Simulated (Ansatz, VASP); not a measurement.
SnO2 in VASP and in Ansatz

```
CELL_PARAMETERS angstrom
4.93530 0.00000 0.00000
0.00000 4.93531 0.00000
0.00000 0.00000 3.09838
ATOMIC_POSITIONS crystal
Sn 0.50000 0.50000 0.50000
Sn 0.00000 0.00000 0.00000
O 0.32854 0.32860 0.00000
O 0.82854 0.17140 0.50000
O 0.17146 0.82860 0.50000
O 0.67146 0.67140 0.00000
```

Alike in both runs: task single point; functional PBE; k mesh 6 × 6 × 8; occupations gaussian, width 0.05 eV; no spin polarisation.

|  | VASP | Ansatz |
| --- | --- | --- |
| version | VASP 6.6.1 | Ansatz 0.2.0 |
| potentials or method | VASP PAW PBE potentials, release 64 (Sn_d, O), cutoff 520 eV | scalar-relativistic, plane waves, PAW |
| valence electrons in the cell | 52 | 52 |

```csv
,VASP,Ansatz,Ansatz less VASP
gap on the k mesh at the Fermi level (eV),1.65,1.66,+0.011
least direct gap on the mesh (eV),1.65,1.66,+0.011
pressure (GPa),18.1,17.4,-0.72
"traceless stress, the component that is largest in VASP (GPa)",14.88,14.13,-0.743
rms of the force components (eV/Å),1.831,1.790,-0.0407
```

Atom by atom the forces differ by 0.041 eV/Å (rms over components). With one functional, cell and mesh, what is left measures potentials, basis and numerics.
